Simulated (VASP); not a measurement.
# Mg (I4/mmm) in VASP: notebook, part 2 of 3

VASP 6.6.1.

## Step 3: Electric field gradients, LDA (equal xx and yy strain of -3 %)

File INCAR:

```
SYSTEM = Mg
PREC     = Accurate       ! precision mode
ENCUT    = 520            ! plane-wave cutoff, eV
EDIFF    = 1E-8           ! SCF threshold, eV
ISMEAR   = -1             ! smearing method
SIGMA    = 0.03           ! smearing width, eV
LREAL    = .FALSE.        ! projectors in reciprocal space
LASPH    = .TRUE.         ! aspherical terms in the spheres
NELM     = 60             ! most SCF steps
ALGO     = Normal         ! electronic algorithm
ISIF     = 2              ! what is computed and relaxed
LWAVE    = .FALSE.        ! write WAVECAR
LCHARG   = .FALSE.        ! write CHGCAR
GGA      = CA             ! functional
LEFG     = .TRUE.       
NBANDS   = 7              ! bands
```

File KPOINTS:

```
Automatic mesh
0
G
  16 16 16
  0 0 0
```

File POSCAR:

```
Mg
1.0
    0.0000000000      2.1769283200      2.2442560000
    2.1769283200      0.0000000000      2.2442560000
    2.1769283200      2.1769283200      0.0000000000
Mg
1
Direct
    0.0000000000      0.0000000000      0.0000000000
```

Potentials or basis: VASP PAW LDA potentials, release 64 (Mg).

Command:

```
> cat potpaw_LDA.64/Mg/POTCAR > POTCAR
> mpirun -np 1 vasp_std > vasp.out
```

OUTCAR:

```text
SYSTEM = Mg
   PREC = Accurate
   ENCUT = 520
   EDIFF = 1E-8
   ISMEAR = -1
   LREAL = .FALSE.
   LASPH = .TRUE.
   NELM = 60
   ISIF = 2
   GGA = CA

 ion  position               nearest neighbor table
   1  0.000  0.000  0.000-

  LATTYP: Found a body centered tetragonal cell.
 ALAT       =     3.0786415545
 C/A-ratio  =     1.4579521262

  Lattice vectors:

 A1 = (  -2.1769283200,   0.0000000000,   2.2442560000)
 A2 = (   2.1769283200,   0.0000000000,   2.2442560000)
 A3 = (   0.0000000000,   2.1769283200,  -2.2442560000)

Analysis of symmetry for initial positions (statically):
=====================================================================
 Subroutine PRICEL returns:
 Original cell was already a primitive cell.

 Routine SETGRP: Setting up the symmetry group for a
 body centered tetragonal supercell.

 Subroutine GETGRP returns: Found 16 space group operations
 (whereof 16 operations were pure point group operations)
 out of a pool of 16 trial point group operations.

The static configuration has the point symmetry D_4h.

Analysis of symmetry for dynamics (positions and initial velocities):
=====================================================================
 Subroutine PRICEL returns:
 Original cell was already a primitive cell.

 Routine SETGRP: Setting up the symmetry group for a
 body centered tetragonal supercell.

 Subroutine GETGRP returns: Found 16 space group operations
 (whereof 16 operations were pure point group operations)
 out of a pool of 16 trial point group operations.

The dynamic configuration has the point symmetry D_4h.

 Subroutine INISYM returns: Found 16 space group operations
 (whereof 16 operations are pure point group operations),
 and found     1 'primitive' translations

----------------------------------------------------------------------------------------

                                     Primitive cell

  volume of cell :      21.2711

  direct lattice vectors                    reciprocal lattice vectors
     0.000000000  2.176928320  2.244256000    -0.229681426  0.229681426  0.222790983
     2.176928320  0.000000000  2.244256000     0.229681426 -0.229681426  0.222790983
     2.176928320  2.176928320  0.000000000     0.229681426  0.229681426 -0.222790983

  length of vectors
     3.126611889  3.126611889  3.078641554     0.393881882  0.393881882  0.393881882

  position of ions in fractional coordinates (direct lattice)
     0.000000000  0.000000000  0.000000000

  ion indices of the primitive-cell ions
   primitive index   ion index
                 1           1

----------------------------------------------------------------------------------------

 KPOINTS: Automatic mesh

Automatic generation of k-mesh.
 Grid dimensions read from file:
 generate k-points for:   16   16   16

 Generating k-lattice:

  Cartesian coordinates                     Fractional coordinates (reciprocal lattice)
[... 65 lines left out ...]
   NFREE  =      0    steps in history (QN), initial steepest desc. (CG)
   ISIF   =      2    stress and relaxation
   ISYM   =      2    0-nonsym 1-usesym 2-fastsym
   POTIM  = 0.5000    time-step for ionic-motion
   TEBEG  =    0.0;   TEEND  =   0.0 temperature during run
   PSTRESS=    0.0 pullay stress
   NELECT =       2.0000    total number of electrons
   NUPDOWN=      -1.0000    fix difference up-down
   EMIN   =  10.00;   EMAX   =-10.00  energy-range for DOS
   EFERMI =   0.00;   METHOD = LEGACY
   ISMEAR =    -1;   SIGMA  =   0.03  broadening in eV -4-tet -1-fermi 0-gaus
   EFERMI_NEDOS =   21; number of points for ismear=-14 and -15
   IALGO  =     38    algorithm
   IMIX   =      4    mixing-type and parameters
     AMIX     =   0.40;   BMIX     =  1.00
     AMIX_MAG =   1.60;   BMIX_MAG =  1.00
  volume/ion in A,a.u.               =      21.27       143.54
  Fermi-wavevector in a.u.,A,eV,Ry     =   0.744426  1.406760  7.539933  0.554169
  Thomas-Fermi vector in A             =   1.839774
   LORBIT       =      0    0 simple, 1 ext, 2 COOP (PROOUT), +10 PAW based schemes
   GGA     = CA    functional components
   LHFCALC =     F    Hartree Fock is set to
   AEXX    =    0.0000 exact exchange contribution
   IVDW    =     0    specifies the selected vdW correction
   LEPSILON=     F    determine dielectric tensor
   LRPA    =     F    only Hartree local field effects (RPA)
 non-spin polarized calculation
  energy-cutoff  :      520.00
  volume of cell :       21.27
 maximum number of plane-waves:       588
   NGX = 11   NGY = 11   NGZ = 11

 number of electron       2.0000000 magnetization

 Free energy of the ion-electron system (eV)
  ---------------------------------------------------
  ext. energy  EPLUGINS =         0.00000000
  ---------------------------------------------------
  free energy    TOTEN  =        -1.79487644 eV

  energy without entropy =       -1.79343906  energy(sigma->0) =       -1.79415775

 E-fermi :   2.8672     XC(G=0):  -8.9295

 val. band max:        2.8647569660   @ k =  -0.3750   0.0625   0.2500
 cond. band min:       2.8717356779   @ k =  -0.4375   0.0625   0.5000
 fundamental gap:      0.0069787119
 Fermi energy:         2.8672105852

 k-point     1 :       0.0000    0.0000    0.0000
  band No.  band energies     occupation
      1      -4.3772      2.00000
      2      15.4908      0.00000
      3      15.7311      0.00000
      4      15.7311      0.00000
      5      17.8460      0.00000
      6      17.8460      0.00000
      7      17.9203      0.00000
[... 221 lines left out ...]
 k-point    24 :      -0.0625    0.0625    0.0000
  band No.  band energies     occupation
      1      -4.1290      2.00000
      2      13.2855      0.00000
      3      14.0096      0.00000
      4      15.9718      0.00000
      5      18.0120      0.00000
      6      18.2655      0.00000
      7      18.7655      0.00000

 [... further k-points ...]

------------------------ aborting loop because EDIFF is reached ----------------------------------------

  FORCE on cell =-STRESS in cart. coord.  units (eV):
  Direction    XX          YY          ZZ          XY          YZ          ZX
  --------------------------------------------------------------------------------------
  -------------------------------------------------------------------------------------
  Total        0.0846519      0.0846519      0.0740793      0.0000000     -0.0000000      0.0000000
  in kB        6.3761220      6.3761220      5.5797755      0.0000000     -0.0000000      0.0000000
  external PRESSURE =       6.1106732 kB  Pullay stress =       0.0000000 kB

 VOLUME and BASIS-vectors are now :
 -----------------------------------------------------------------------------
  energy-cutoff  :      520.00
  volume of cell :       21.27
      direct lattice vectors                 reciprocal lattice vectors
     0.000000000  2.176928320  2.244256000    -0.229681426  0.229681426  0.222790983
     2.176928320  0.000000000  2.244256000     0.229681426 -0.229681426  0.222790983
     2.176928320  2.176928320  0.000000000     0.229681426  0.229681426 -0.222790983

 POSITION                                       TOTAL-FORCE (eV/Angst)
 -----------------------------------------------------------------------------------
      0.00000      0.00000      0.00000        -0.000000      0.000000      0.000000
 -----------------------------------------------------------------------------------
    total drift:                                0.000000      0.000000      0.000000

  FREE ENERGIE OF THE ION-ELECTRON SYSTEM (eV)
  ---------------------------------------------------
  free  energy   TOTEN  =        -1.7948764406 eV

  energy  without entropy=       -1.7934390593  energy(sigma->0) =       -1.79415775

 Electric field gradients (V/A^2)
---------------------------------------------------------------------
 ion       V_xx      V_yy      V_zz      V_xy      V_xz      V_yz
---------------------------------------------------------------------
   1       0.560     0.560    -1.119     0.000     0.000     0.000
---------------------------------------------------------------------

 Electric field gradients after diagonalization (V/A^2)
 (convention: |V_zz| > |V_xx| > |V_yy|)
----------------------------------------------------------------------
 ion       V_xx      V_yy      V_zz     asymmetry (V_yy - V_xx)/ V_zz
----------------------------------------------------------------------
   1       0.560     0.560    -1.119       0.000
----------------------------------------------------------------------

           NMR quadrupolar parameters

 Cq : quadrupolar parameter    Cq=e*Q*V_zz/h
 eta: asymmetry parameters     (V_yy - V_xx)/ V_zz
 Q  : nuclear electric quadrupole moment in mb (millibarn)
----------------------------------------------------------------------
 ion       Cq(MHz)       eta       Q (mb)
----------------------------------------------------------------------
   1      -0.003       0.000       1.000
----------------------------------------------------------------------
```

Wall time 11 s (1 thread of Intel Xeon 6975P-C (Granite Rapids), shared host); peak memory 0.16 GiB.

What came out:

* Free energy: -1.7949 eV
* Pressure: 0.6 GPa
* Band gap on the k mesh: zero (bands 1 and 2 overlap by 2.87 eV)
* Largest electric field gradient by atom: Mg -1.1 V/Å²

Stress tensor (GPa, compression positive):
```
0.64 0.00 0.00
0.00 0.64 0.00
0.00 0.00 0.56
```

Electric field gradients, principal values (V/Å²):
```csv
atom,least,middle,greatest (by size)
1 Mg,0.560,0.560,-1.119
```

Caveat: the cell differs from its parent crystal (equal xx and yy strain of -3 %); without QUAD_EFG the Cq values of the log hold for a quadrupole moment of 1 mb, not for the nuclei.

## Step 4: Electric field gradients, LDA (equal xx and yy strain of -2 %)

Edit INCAR of step 3 so:

```diff
@@ -8,3 +8,3 @@
 LASPH    = .TRUE.         ! aspherical terms in the spheres
-NELM     = 60             ! most SCF steps
+NELM     = 80             ! most SCF steps
 ALGO     = Normal         ! electronic algorithm
```

File KPOINTS:

```
regular mesh
0
G
  16 16 16
  0 0 0
```

File POSCAR:

```
Mg
1.0
    0.0000000000      2.1993708800      2.2442560000
    2.1993708800      0.0000000000      2.2442560000
    2.1993708800      2.1993708800      0.0000000000
Mg
1
Direct
    0.0000000000      0.0000000000      0.0000000000
```

Potentials or basis: VASP PAW LDA potentials, release 64 (Mg).

Command:

```
> cat potpaw_LDA.64/Mg/POTCAR > POTCAR
> mpirun -np 1 vasp_std > vasp.out
```

OUTCAR:

```text
SYSTEM = Mg
   PREC = Accurate
   ENCUT = 520
   EDIFF = 1E-8
   ISMEAR = -1
   LREAL = .FALSE.
   LASPH = .TRUE.
   NELM = 80
   ISIF = 2
   GGA = CA

 ion  position               nearest neighbor table
   1  0.000  0.000  0.000-

  LATTYP: Found a body centered tetragonal cell.
 ALAT       =     3.1103801272
 C/A-ratio  =     1.4430750636

  Lattice vectors:

 A1 = (  -2.1993708800,   0.0000000000,   2.2442560000)
 A2 = (   2.1993708800,   0.0000000000,   2.2442560000)
 A3 = (   0.0000000000,   2.1993708800,  -2.2442560000)

Analysis of symmetry for initial positions (statically):
[... 443 lines left out ...]

  FREE ENERGIE OF THE ION-ELECTRON SYSTEM (eV)
  ---------------------------------------------------
  free  energy   TOTEN  =        -1.7954765504 eV

  energy  without entropy=       -1.7939841024  energy(sigma->0) =       -1.79473033

 Electric field gradients (V/A^2)
---------------------------------------------------------------------
 ion       V_xx      V_yy      V_zz      V_xy      V_xz      V_yz
---------------------------------------------------------------------
   1       0.339     0.339    -0.678     0.000     0.000     0.000
---------------------------------------------------------------------

 Electric field gradients after diagonalization (V/A^2)
 (convention: |V_zz| > |V_xx| > |V_yy|)
----------------------------------------------------------------------
 ion       V_xx      V_yy      V_zz     asymmetry (V_yy - V_xx)/ V_zz
----------------------------------------------------------------------
   1       0.339     0.339    -0.678       0.000
----------------------------------------------------------------------

           NMR quadrupolar parameters

 Cq : quadrupolar parameter    Cq=e*Q*V_zz/h
 eta: asymmetry parameters     (V_yy - V_xx)/ V_zz
 Q  : nuclear electric quadrupole moment in mb (millibarn)
----------------------------------------------------------------------
 ion       Cq(MHz)       eta       Q (mb)
----------------------------------------------------------------------
   1      -0.002       0.000       1.000
----------------------------------------------------------------------
```

OSZICAR:

```text
N       E                     dE             d eps       ncg     rms          rms(c)
DAV:   1    -0.109348557284E+01   -0.10935E+01   -0.76735E+02  5306   0.191E+02
DAV:   2    -0.180353286728E+01   -0.71005E+00   -0.68271E+00  6454   0.114E+01
DAV:   3    -0.180607119972E+01   -0.25383E-02   -0.25371E-02  6468   0.765E-01
DAV:   4    -0.180607370312E+01   -0.25034E-05   -0.25034E-05  7224   0.188E-02
DAV:   5    -0.180607370643E+01   -0.33111E-08   -0.33280E-08  6531   0.391E-04    0.636E-01
DAV:   6    -0.180008293628E+01    0.59908E-02   -0.44406E-04  6496   0.906E-02    0.403E-01
DAV:   7    -0.179548009874E+01    0.46028E-02   -0.15420E-03  6027   0.166E-01    0.211E-02
DAV:   8    -0.179547688216E+01    0.32166E-05   -0.91183E-06  7350   0.159E-02    0.456E-03
DAV:   9    -0.179547655773E+01    0.32443E-06   -0.24972E-07  6692   0.215E-03    0.570E-04
DAV:  10    -0.179547655038E+01    0.73506E-08   -0.24995E-09  6818   0.271E-04
   1 F= -.17954766E+01 E0= -.17947303E+01  d E =-.149245E-02
```

Run time: 10 s. Hardware: 1 thread of Intel Xeon 6975P-C (Granite Rapids), shared host; peak memory 0.17 GiB.

What came out:

* Free energy: -1.7955 eV
* Pressure: -0.2 GPa
* Band gap on the k mesh: zero (bands 1 and 2 overlap by 2.84 eV)
* Largest electric field gradient by atom: Mg -0.7 V/Å²

Electric field gradients, principal values (V/Å²):
| atom | least | middle | greatest (by size) |
| --- | --- | --- | --- |
| 1 Mg | 0.339 | 0.339 | -0.678 |

Caveat: the cell differs from its parent crystal (equal xx and yy strain of -2 %); without QUAD_EFG the Cq values of the log hold for a quadrupole moment of 1 mb, not for the nuclei.

## Step 5: Electric field gradients, LDA (zz strain of +2 %)

File INCAR:

```
PREC = Accurate
ENCUT = 520
EDIFF = 1E-8
ISMEAR = -1
SIGMA = 0.03
LREAL = F
LASPH = T
NELM = 60
ALGO = Normal
ISIF = 2
LWAVE = F
LCHARG = F
GGA = CA
LEFG = T
NBANDS = 7
```

File KPOINTS:

```
regular mesh
0
Gamma
  16 16 16
```

File POSCAR:

```
Mg
1.0
    0.0000000000      2.2442560000      2.2891411200
    2.2442560000      0.0000000000      2.2891411200
    2.2442560000      2.2442560000      0.0000000000
Mg
1
Direct
    0.0000000000      0.0000000000      0.0000000000
```

Potentials or basis: VASP PAW LDA potentials, release 64 (Mg).

Command:

```
> cat potpaw_LDA.64/Mg/POTCAR > POTCAR
> mpirun -np 1 vasp_std > vasp.out
```

OUTCAR:

```text
PREC = Accurate
   ENCUT = 520
   EDIFF = 1E-8
   ISMEAR = -1
   LREAL = F
   LASPH = T
   NELM = 60
   ISIF = 2
   GGA = CA

 ion  position               nearest neighbor table
   1  0.000  0.000  0.000-

  LATTYP: Found a body centered tetragonal cell.
 ALAT       =     3.1738572726
 C/A-ratio  =     1.4424978336

  Lattice vectors:

 A1 = (  -2.2442560000,   0.0000000000,   2.2891411200)
 A2 = (   2.2442560000,   0.0000000000,   2.2891411200)
 A3 = (   0.0000000000,   2.2442560000,  -2.2891411200)

Analysis of symmetry for initial positions (statically):
=====================================================================
 Subroutine PRICEL returns:
 Original cell was already a primitive cell.

 Routine SETGRP: Setting up the symmetry group for a
 body centered tetragonal supercell.

 Subroutine GETGRP returns: Found 16 space group operations
[... 420 lines left out ...]

 VOLUME and BASIS-vectors are now :
 -----------------------------------------------------------------------------
  energy-cutoff  :      520.00
  volume of cell :       23.06
      direct lattice vectors                 reciprocal lattice vectors
     0.000000000  2.244256000  2.289141120    -0.222790983  0.222790983  0.218422532
     2.244256000  0.000000000  2.289141120     0.222790983 -0.222790983  0.218422532
     2.244256000  2.244256000  0.000000000     0.222790983  0.222790983 -0.218422532

 POSITION                                       TOTAL-FORCE (eV/Angst)
 -----------------------------------------------------------------------------------
      0.00000      0.00000      0.00000         0.000000     -0.000000     -0.000000
 -----------------------------------------------------------------------------------
    total drift:                               -0.000000      0.000000      0.000000

  FREE ENERGIE OF THE ION-ELECTRON SYSTEM (eV)
  ---------------------------------------------------
  free  energy   TOTEN  =        -1.7844993759 eV

  energy  without entropy=       -1.7830819112  energy(sigma->0) =       -1.78379064

 Electric field gradients (V/A^2)
---------------------------------------------------------------------
 ion       V_xx      V_yy      V_zz      V_xy      V_xz      V_yz
---------------------------------------------------------------------
   1       0.274     0.274    -0.549    -0.000    -0.000    -0.000
---------------------------------------------------------------------

 Electric field gradients after diagonalization (V/A^2)
 (convention: |V_zz| > |V_xx| > |V_yy|)
----------------------------------------------------------------------
 ion       V_xx      V_yy      V_zz     asymmetry (V_yy - V_xx)/ V_zz
----------------------------------------------------------------------
   1       0.274     0.274    -0.549       0.000
----------------------------------------------------------------------

           NMR quadrupolar parameters

 Cq : quadrupolar parameter    Cq=e*Q*V_zz/h
 eta: asymmetry parameters     (V_yy - V_xx)/ V_zz
 Q  : nuclear electric quadrupole moment in mb (millibarn)
----------------------------------------------------------------------
 ion       Cq(MHz)       eta       Q (mb)
----------------------------------------------------------------------
   1      -0.001       0.000       1.000
----------------------------------------------------------------------
```

Wall time 10 s (1 thread of Intel Xeon 6975P-C (Granite Rapids), shared host); peak memory 0.17 GiB.

What came out:

* Free energy: -1.7845 eV
* Pressure: -2.3 GPa
* Band gap on the k mesh: zero (bands 1 and 2 overlap by 2.81 eV)
* Largest electric field gradient by atom: Mg -0.5 V/Å²

Stress tensor (GPa, compression positive):
```
-2.26  0.00  0.00
 0.00 -2.26  0.00
 0.00  0.00 -2.37
```

Levels at points of the mesh, in eV from the Fermi level:
```tsv
k point	band 1	band 2	band 3	band 4	band 5
(0.00, 0.00, 0.00)	-6.89	12.19	12.34	12.34	14.04
(0.50, 0.00, 0.00)	-1.66	-1.32	11.04	11.41	11.64
(0.50, 0.50, 0.00)	-0.36	0.58	6.26	7.06	7.06
(0.50, 0.00, 0.50)	-0.12	0.89	6.06	6.72	6.80
```

Electric field gradients, principal values (V/Å²):
```csv
atom,least,middle,greatest (by size)
1 Mg,0.274,0.274,-0.549
```

Caveat: the cell differs from its parent crystal (zz strain of +2 %); without QUAD_EFG the Cq values of the log hold for a quadrupole moment of 1 mb, not for the nuclei.

(Continued in part 3 of 3.)

The gap in the log of VASP goes by the Fermi energy; the results here count the filled bands.